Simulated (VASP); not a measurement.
# Sn23O47 (a cell with a defect) in VASP: single point with PBEsol

Aim: the single point of Sn23O47 (a cell with a defect) with PBEsol.

All numbers are computed with VASP 6.6.1; they aren't measurements. Logs are shortened: lines on timing, memory, paths and dates and some standing lists are left out, and cuts for length are marked.

## 1. The cell of the first run

The cell holds a defect, 70 atoms: a = 9.538 Å, b = 9.538 Å, c = 9.636 Å, α = 90.00°, β = 90.00°, γ = 90.00°.

## 2. Single point, PBEsol

The input, INCAR:

```
SYSTEM = Sn23O47
PREC = Accurate
ENCUT = 520
EDIFF = 1E-6
ISMEAR = -1
SIGMA = 0.05
LREAL = Auto
LASPH = .TRUE.
NELM = 120
ALGO = Normal
ISIF = 2
LWAVE = .FALSE.
LCHARG = .FALSE.
GGA = PS
NBANDS = 343
ISYM = -1
GGA_COMPAT = .FALSE.
```

The input, KPOINTS:

```
explicit points
1
Reciprocal
  0.25000000   0.25000000   0.25000000 1
```

The input, POSCAR:

```
Sn23O47
1.0
    9.5380920000      0.0000000000      0.0000000000
    0.0000000000      9.5380920000      0.0000000000
    0.0000000000      0.0000000000      9.6363030000
Sn O
23 47
Direct
    0.9976750000      0.9980320000      0.0019870000
    0.9995010000      0.9998520000      0.3343450000
    0.0024850000      0.0028790000      0.6646690000
    0.0009850000      0.4997510000      0.0008580000
    0.0005220000      0.4996800000      0.3341510000
    0.9990860000      0.4982540000      0.6670900000
    0.4993490000      0.0013960000      0.0008580000
    0.4993050000      0.0009040000      0.3341500000
    0.4978880000      0.9994560000      0.6670900000
    0.4851880000      0.4855790000      0.0027730000
    0.4999640000      0.5003460000      0.6631240000
    0.2448510000      0.2452370000      0.1719480000
    0.2567370000      0.2571030000      0.4966860000
    0.2456820000      0.2460630000      0.8324280000
    0.2560840000      0.7491850000      0.1665600000
    0.2503280000      0.7481070000      0.5001650000
    0.2498640000      0.7487460000      0.8339600000
    0.7488190000      0.2564610000      0.1665470000
    0.7477300000      0.2507170000      0.5001570000
    0.7483580000      0.2502420000      0.8339520000
    0.7502910000      0.7506590000      0.1834210000
    0.7431450000      0.7435110000      0.4976220000
    0.7626550000      0.7630250000      0.8193400000
    0.1499880000      0.1503220000      0.0004860000
    0.1490320000      0.1493420000      0.3368050000
    0.1536200000      0.1539660000      0.6643170000
    0.1551810000      0.6505450000      0.0009550000
    0.1543340000      0.6524090000      0.3302620000
    0.1470480000      0.6553250000      0.6698540000
    0.6501600000      0.1555670000      0.0009590000
    0.6519730000      0.1547760000      0.3302370000
    0.6549670000      0.1474130000      0.6698400000
    0.6503330000      0.6507230000      0.3347660000
    0.6553960000      0.6557920000      0.6715830000
    0.3388030000      0.3391220000      0.0022400000
    0.3447780000      0.3452110000      0.3275920000
    0.3458590000      0.3462920000      0.6711960000
    0.3362100000      0.8599590000      0.9965610000
    0.3433000000      0.8514040000      0.3338710000
    0.3405840000      0.8527750000      0.6698000000
    0.8595840000      0.3365720000      0.9965530000
    0.8509900000      0.3437110000      0.3338590000
    0.8523850000      0.3409690000      0.6697900000
    0.8314110000      0.8317580000      0.0042720000
    0.8489760000      0.8493300000      0.3394870000
    0.8497450000      0.8501530000      0.6551380000
    0.0950460000      0.4031330000      0.1671000000
    0.0976840000      0.4043260000      0.5009220000
    0.0983750000      0.4057080000      0.8337270000
    0.0917140000      0.8971970000      0.1656590000
    0.0975260000      0.9017650000      0.5004830000
    0.0863010000      0.8959250000      0.8347410000
    0.6356880000      0.4353680000      0.1348560000
    0.6015190000      0.3988740000      0.5131790000
    0.5997860000      0.4095440000      0.8359120000
    0.5962020000      0.9005450000      0.1652780000
    0.5952300000      0.9033020000      0.5009610000
    0.5946240000      0.8953760000      0.8368140000
    0.4027680000      0.0954530000      0.1671150000
    0.4039960000      0.0980980000      0.5009290000
    0.4053540000      0.0987930000      0.8337070000
    0.4349840000      0.6360160000      0.1349230000
    0.3984840000      0.6019020000      0.5131810000
    0.4091820000      0.6001800000      0.8359140000
    0.8968690000      0.0920960000      0.1656640000
    0.9013930000      0.0979140000      0.5004510000
    0.8955700000      0.0867090000      0.8347530000
    0.9001510000      0.5965650000      0.1652860000
    0.9029290000      0.5956020000      0.5009780000
    0.8949900000      0.5950020000      0.8367910000
```

Potentials or basis: VASP PAW PBE potentials, release 64 (Sn_d, O).

Command:

```
cat potpaw_PBE.64/Sn_d/POTCAR potpaw_PBE.64/O/POTCAR > POTCAR
mpirun -np 1 vasp_std > vasp.out
```

OUTCAR:

```text
SYSTEM = Sn23O47
   PREC = Accurate
   ENCUT = 520
   EDIFF = 1E-6
   ISMEAR = -1
   LREAL = Auto
   LASPH = .TRUE.
   NELM = 120
   ISIF = 2
   GGA = PS
   ISYM = -1

 ion  position               nearest neighbor table
   1  0.998  0.998  0.002-  50 2.05  65 2.05  24 2.05  52 2.06  67 2.06  44 2.24   2 3.20   3 3.25
                            23 3.63  12 3.71  14 3.72  17 3.75  20 3.75
   2  1.000  1.000  0.334-  25 2.02  45 2.03  51 2.08  66 2.08  65 2.09  50 2.09   3 3.18   1 3.20
                            12 3.66  21 3.66  16 3.75  19 3.75
   3  0.002  0.003  0.665-  26 2.04  46 2.06  51 2.06  66 2.06  67 2.09  52 2.09   2 3.18   1 3.25
                            23 3.56  14 3.66  19 3.74  16 3.74  20 3.76  17 3.76
   4  0.001  0.500  0.001-  47 2.05  27 2.06  41 2.06  49 2.06  68 2.07  70 2.08   5 3.21   6 3.22
                            18 3.70  17 3.72  14 3.73  12 3.74  20 3.75
   5  0.001  0.500  0.334-  42 2.06  47 2.06  48 2.07  28 2.07  69 2.07  68 2.10   6 3.21   4 3.21
                            21 3.68  18 3.71  12 3.71  13 3.71  16 3.72  22 3.73  19 3.74
   6  0.999  0.498  0.667-  43 2.05  29 2.06  48 2.06  49 2.06  69 2.07  70 2.12   5 3.21   4 3.22
                            23 3.69  14 3.72  20 3.73  19 3.73  16 3.74  17 3.74  13 3.75  22 3.75
   7  0.499  0.001  0.001-  59 2.05  30 2.06  38 2.06  61 2.06  56 2.07  58 2.09   8 3.21   9 3.22
                            15 3.70  20 3.72  14 3.73  12 3.74  17 3.75
   8  0.499  0.001  0.334-  39 2.06  59 2.06  60 2.07  31 2.07  57 2.07  56 2.10   9 3.21   7 3.21
                            21 3.68  15 3.71  12 3.71  13 3.71  19 3.72  22 3.73  16 3.74
   9  0.498  0.999  0.667-  40 2.05  32 2.06  60 2.06  61 2.06  57 2.07  58 2.12   8 3.21   7 3.22
                            23 3.69  14 3.72  17 3.73  16 3.73  19 3.74  20 3.74  13 3.75  22 3.75
  10  0.485  0.486  0.003-  35 1.98  62 1.98  53 1.98  64 2.08  55 2.08  11 3.28  14 3.62  12 3.63
                            15 3.69  18 3.69  17 3.74  20 3.74
  11  0.500  0.500  0.663-  54 1.99  63 1.99  37 2.08  34 2.10  64 2.10  55 2.10  10 3.28  22 3.65
                            13 3.65  16 3.70  19 3.70  20 3.74  17 3.74
  12  0.245  0.245  0.172-  36 2.02  25 2.05  35 2.07  47 2.08  59 2.08  24 2.09  13 3.13  14 3.27
                            10 3.63   2 3.66   5 3.71   8 3.71   1 3.71   7 3.74   4 3.74
  13  0.257  0.257  0.497-  36 2.02  37 2.07  60 2.07  48 2.07  25 2.12  26 2.13  12 3.13  14 3.24
                            11 3.65   8 3.71   5 3.71   9 3.75   6 3.75
  14  0.246  0.246  0.832-  26 2.04  37 2.06  35 2.06  24 2.07  61 2.07  49 2.07  13 3.24  12 3.27
                            10 3.62   3 3.66   6 3.72   9 3.72   1 3.72   7 3.73   4 3.73
  15  0.256  0.749  0.167-  62 2.04  39 2.06  28 2.07  27 2.09  38 2.09  50 2.11  17 3.21  16 3.22
                            10 3.69   7 3.70   8 3.71
  16  0.250  0.748  0.500-  63 1.99  51 2.07  39 2.08  28 2.09  40 2.10  29 2.10  15 3.22  17 3.22
                            11 3.70   5 3.72   9 3.73   3 3.74   6 3.74   8 3.74   2 3.75
  17  0.250  0.749  0.834-  40 2.06  29 2.06  38 2.06  27 2.07  64 2.08  52 2.10  15 3.21  16 3.22
                             4 3.72   9 3.73  10 3.74  11 3.74   6 3.74   7 3.75   1 3.75   3 3.76
  18  0.749  0.256  0.167-  53 2.04  42 2.06  31 2.07  30 2.09  41 2.09  65 2.11  20 3.21  19 3.22
                            10 3.69   4 3.70   5 3.71
  19  0.748  0.251  0.500-  54 1.99  66 2.07  42 2.08  31 2.09  43 2.10  32 2.10  18 3.22  20 3.22
                            11 3.70   8 3.72   6 3.73   3 3.74   9 3.74   5 3.74   2 3.75
  20  0.748  0.250  0.834-  43 2.06  32 2.06  41 2.06  30 2.07  55 2.08  67 2.10  18 3.21  19 3.22
                             7 3.72   6 3.73  10 3.74  11 3.74   9 3.74   4 3.75   1 3.75   3 3.76
  21  0.750  0.751  0.183-  33 1.99  45 2.01  44 2.04  68 2.06  56 2.06  22 3.03  23 3.51   2 3.66
                             5 3.68   8 3.68
  22  0.743  0.744  0.498-  33 2.01  34 2.05  69 2.08  57 2.08  45 2.09  46 2.09  21 3.03  23 3.11
                            11 3.65   5 3.73   8 3.73   6 3.75   9 3.75
  23  0.763  0.763  0.819-  46 1.97  44 2.01  34 2.03  70 2.05  58 2.05  22 3.11  21 3.51   3 3.56
                             1 3.63   9 3.69   6 3.69
  24  0.150  0.150  0.000-   1 2.05  14 2.07  12 2.09
  25  0.149  0.149  0.337-   2 2.02  12 2.05  13 2.12
  26  0.154  0.154  0.664-   3 2.04  14 2.04  13 2.13
  27  0.155  0.651  0.001-   4 2.06  17 2.07  15 2.09
  28  0.154  0.652  0.330-   5 2.07  15 2.07  16 2.09
  29  0.147  0.655  0.670-   6 2.06  17 2.06  16 2.10
  30  0.650  0.156  0.001-   7 2.06  20 2.07  18 2.09
  31  0.652  0.155  0.330-   8 2.07  18 2.07  19 2.09
  32  0.655  0.147  0.670-   9 2.06  20 2.06  19 2.10
  33  0.650  0.651  0.335-  21 1.99  22 2.01
  34  0.655  0.656  0.672-  23 2.03  22 2.05  11 2.10
  35  0.339  0.339  0.002-  10 1.98  14 2.06  12 2.07
  36  0.345  0.345  0.328-  13 2.02  12 2.02
[... 20 lines left out ...]
  57  0.595  0.903  0.501-   9 2.07   8 2.07  22 2.08
  58  0.595  0.895  0.837-  23 2.05   7 2.09   9 2.12
  59  0.403  0.095  0.167-   7 2.05   8 2.06  12 2.08
  60  0.404  0.098  0.501-   9 2.06   8 2.07  13 2.07
[... 189 lines left out ...]
   ions per type =              23  47
   NGX,Y,Z   is equivalent  to a cutoff of  12.55, 12.55, 12.42 a.u.
   NGXF,Y,Z  is equivalent  to a cutoff of  25.10, 25.10, 24.84 a.u.
 SYSTEM =  Sn23O47
   PREC   = accura    normal or accurate (medium, high low for compatibility)
   ISTART =      0    job   : 0-new  1-cont  2-samecut
   ICHARG =      2    charge: 1-file 2-atom 10-const
   ISPIN  =      1    spin polarized calculation?
   LNONCOLLINEAR =      F non collinear calculations
   LSORBIT =      F    spin-orbit coupling
   LASPH  =      T    aspherical Exc in radial PAW
   ENCUT  =  520.0 eV  38.22 Ry    6.18 a.u.  17.73 17.73 17.92*2*pi/ulx,y,z
   NELM   =    120;   NELMIN=  2; NELMDL= -5     # of ELM steps
   EDIFF  = 0.1E-05   stopping-criterion for ELM
   LREAL  =      T    real-space projection
   EDIFFG = 0.1E-04   stopping-criterion for IOM
   NSW    =      0    number of steps for IOM
   IBRION =     -1    ionic relax: 0-MD 1-quasi-New 2-CG
   NFREE  =      0    steps in history (QN), initial steepest desc. (CG)
   ISIF   =      2    stress and relaxation
   ISYM   =     -1    0-nonsym 1-usesym 2-fastsym
   POTIM  = 0.5000    time-step for ionic-motion
   TEBEG  =    0.0;   TEEND  =   0.0 temperature during run
   PSTRESS=    0.0 pullay stress
   NELECT =     604.0000    total number of electrons
   NUPDOWN=      -1.0000    fix difference up-down
   EMIN   =  10.00;   EMAX   =-10.00  energy-range for DOS
   EFERMI =   0.00;   METHOD = LEGACY
   ISMEAR =    -1;   SIGMA  =   0.05  broadening in eV -4-tet -1-fermi 0-gaus
   EFERMI_NEDOS =   21; number of points for ismear=-14 and -15
   IALGO  =     38    algorithm
   IMIX   =      4    mixing-type and parameters
     AMIX     =   0.40;   BMIX     =  1.00
     AMIX_MAG =   1.60;   BMIX_MAG =  1.00
  volume/ion in A,a.u.               =      12.52        84.51
  Fermi-wavevector in a.u.,A,eV,Ry     =   1.445915  2.732382 28.445281  2.090669
  Thomas-Fermi vector in A             =   2.564043
   LORBIT       =      0    0 simple, 1 ext, 2 COOP (PROOUT), +10 PAW based schemes
   GGA     = PS    functional components
   LHFCALC =     F    Hartree Fock is set to
   AEXX    =    0.0000 exact exchange contribution
   IVDW    =     0    specifies the selected vdW correction
   LEPSILON=     F    determine dielectric tensor
   LRPA    =     F    only Hartree local field effects (RPA)
 non-spin polarized calculation
  energy-cutoff  :      520.00
  volume of cell :      876.66
 maximum number of plane-waves:     23594
 NGX is ok and might be reduce to    70
   NGX = 35   NGY = 35   NGZ = 35

 number of electron     604.0000118 magnetization

 Free energy of the ion-electron system (eV)
  ---------------------------------------------------
  ext. energy  EPLUGINS =         0.00000000
  ---------------------------------------------------
  free energy    TOTEN  =      -453.00891163 eV

  energy without entropy =     -452.82856305  energy(sigma->0) =     -452.91873734

 E-fermi :   5.2912     XC(G=0): -11.2107

 val. band max:        5.2595261618   @ k =   0.2500   0.2500   0.2500
 cond. band min:       5.2964609350   @ k =   0.2500   0.2500   0.2500
 fundamental gap:      0.0369347732
 Fermi energy:         5.2911586044

 k-point     1 :       0.2500    0.2500    0.2500
  band No.  band energies     occupation
      1     -15.9520      2.00000
      2     -15.9054      2.00000
      3     -15.7178      2.00000
      4     -15.6400      2.00000
      5     -15.6016      2.00000
      6     -15.5771      2.00000
[... 306 lines left out ...]
    313      10.0761      0.00000
    314      10.1214      0.00000
 [bands above 314 left out]

------------------------ aborting loop because EDIFF is reached ----------------------------------------

  FORCE on cell =-STRESS in cart. coord.  units (eV):
  Direction    XX          YY          ZZ          XY          YZ          ZX
  --------------------------------------------------------------------------------------
  -------------------------------------------------------------------------------------
  Total        4.7472753      4.7353097     11.1457027      5.8102276     -0.0007168     -0.0022204
  in kB        8.6760399      8.6541717     20.3696973     10.6186735     -0.0013099     -0.0040580
  external PRESSURE =      12.5666363 kB  Pullay stress =       0.0000000 kB

 VOLUME and BASIS-vectors are now :
 -----------------------------------------------------------------------------
  energy-cutoff  :      520.00
  volume of cell :      876.66
      direct lattice vectors                 reciprocal lattice vectors
     9.538092000  0.000000000  0.000000000     0.104842771  0.000000000  0.000000000
     0.000000000  9.538092000  0.000000000     0.000000000  0.104842771  0.000000000
     0.000000000  0.000000000  9.636303000     0.000000000  0.000000000  0.103774238

 POSITION                                       TOTAL-FORCE (eV/Angst)
 -----------------------------------------------------------------------------------
      9.51592      9.51932      0.01915        -0.016536     -0.019307      0.024215
      9.53333      9.53668      3.22185        -0.015800     -0.015844     -0.001405
      0.02370      0.02746      6.40495        -0.004524     -0.006281     -0.019839
      0.00940      4.76667      0.00827        -0.015225     -0.006099      0.009460
      0.00498      4.76599      3.21998        -0.008562      0.002980     -0.000422
      9.52937      4.75239      6.42828         0.002595      0.016844     -0.001653
[... 62 lines left out ...]
      8.61222      5.68091      4.82758        -0.005216      0.011256      0.004021
      8.53650      5.67518      8.06357        -0.004440      0.001115      0.008495
 -----------------------------------------------------------------------------------
    total drift:                                0.013255     -0.014814      0.062022

  FREE ENERGIE OF THE ION-ELECTRON SYSTEM (eV)
  ---------------------------------------------------
  free  energy   TOTEN  =      -453.0089116348 eV

  energy  without entropy=     -452.8285630497  energy(sigma->0) =     -452.91873734
```

Run time: 23 min. Hardware: 1 thread of Intel Xeon Platinum 8259CL at 2.50GHz (Skylake/Cascade Lake), shared host; peak memory 0.84 GiB.

What came out:

```
Free energy   : -453.0089 eV
Pressure      : 1.3 GPa
Largest force : 0.084 eV/Å
```

Forces in eV/Å, atoms in the order of the input:
```
Sn  -0.017 -0.019  0.024
Sn  -0.016 -0.016 -0.001
Sn  -0.005 -0.006 -0.020
Sn  -0.015 -0.006  0.009
Sn  -0.009  0.003  0.000
Sn   0.003  0.017 -0.002
Sn  -0.002 -0.011  0.012
Sn   0.007 -0.013 -0.003
Sn   0.008  0.000 -0.006
Sn   0.011  0.010  0.031
Sn   0.015  0.017  0.027
Sn   0.003 -0.005 -0.033
Sn  -0.001 -0.011  0.012
Sn  -0.003 -0.001  0.016
Sn   0.024 -0.012  0.010
Sn  -0.022  0.013 -0.016
Sn   0.013 -0.016  0.010
Sn  -0.014  0.019  0.013
Sn   0.012 -0.026 -0.021
Sn  -0.013  0.014  0.013
Sn  -0.031 -0.016 -0.006
Sn   0.011  0.008 -0.021
Sn  -0.014 -0.011  0.024
O    0.000  0.002  0.003
O   -0.004 -0.003  0.010
O   -0.002  0.001 -0.012
O   -0.017 -0.008  0.003
O   -0.006 -0.011 -0.001
O   -0.013 -0.003  0.007
O   -0.009 -0.014  0.004
O   -0.006 -0.008  0.000
O   -0.004 -0.011  0.007
O   -0.059 -0.059  0.004
O   -0.025 -0.027  0.009
O   -0.013 -0.009 -0.005
O    0.049  0.051  0.025
O    0.013  0.014  0.001
O   -0.002  0.022 -0.014
O    0.000  0.015  0.006
O    0.009  0.006 -0.010
O    0.025  0.000 -0.016
O    0.016 -0.001  0.009
O    0.006  0.008 -0.009
O    0.014  0.014  0.004
O    0.030  0.032  0.012
O    0.020  0.020 -0.021
O    0.012 -0.014 -0.005
O    0.017 -0.021  0.006
O    0.010 -0.014 -0.005
O    0.012 -0.017 -0.005
O    0.022 -0.016  0.000
O    0.002 -0.008 -0.001
O    0.020  0.007  0.029
O    0.003  0.011 -0.048
O    0.002 -0.002 -0.016
O    0.011  0.002 -0.012
O    0.011 -0.005  0.006
O    0.002 -0.004  0.008
O   -0.015  0.011 -0.005
O   -0.021  0.016  0.006
O   -0.015  0.007 -0.007
O    0.003  0.021  0.030
O    0.009  0.002 -0.049
O   -0.004  0.004 -0.016
O   -0.020  0.013 -0.006
O   -0.017  0.023  0.001
O   -0.007  0.001 -0.002
O    0.003  0.010 -0.014
O   -0.005  0.011  0.004
O   -0.004  0.001  0.008
```

Caveat: the PAW data sets were made with another functional, which shifts forces and pressure a little; spin-orbit coupling is left out, which moves the levels of the heavy elements.
